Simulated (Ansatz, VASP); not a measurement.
**One calculation of Na, two programs**

```
Na
1.0
     2.48572    0.00000    0.00000
     0.00000    2.48572    0.00000
     0.00000    0.00000    2.48572
Na
1
Direct
  0.00000 0.00000 0.00000
```

Change from the starting cell: volume scaled by 0.43, crystal datasets.

Alike in both runs: task single point; functional LDA; k mesh 12 × 12 × 12; occupations fermi-dirac, width 0.05 eV; no spin polarisation.

```csv
,VASP,Ansatz
version,VASP 6.6.1,Ansatz 0.2.0
potentials or method,"VASP PAW LDA potentials, release 64 (Na_pv), cutoff 520 eV","all-electron PAW with datasets made for the crystal, scalar-relativistic"
```

|  | VASP | Ansatz | Ansatz less VASP |
| --- | --- | --- | --- |
| pressure (GPa) | 30.2 | 30.4 | +0.16 |

LDA's correlation is that of Perdew and Zunger in VASP and of Perdew and Wang (1992) in Ansatz. Both programs put the cell under a high pressure, so it lies far from rest at this level. Ansatz ran all-electron here, and VASP with PAW potentials.
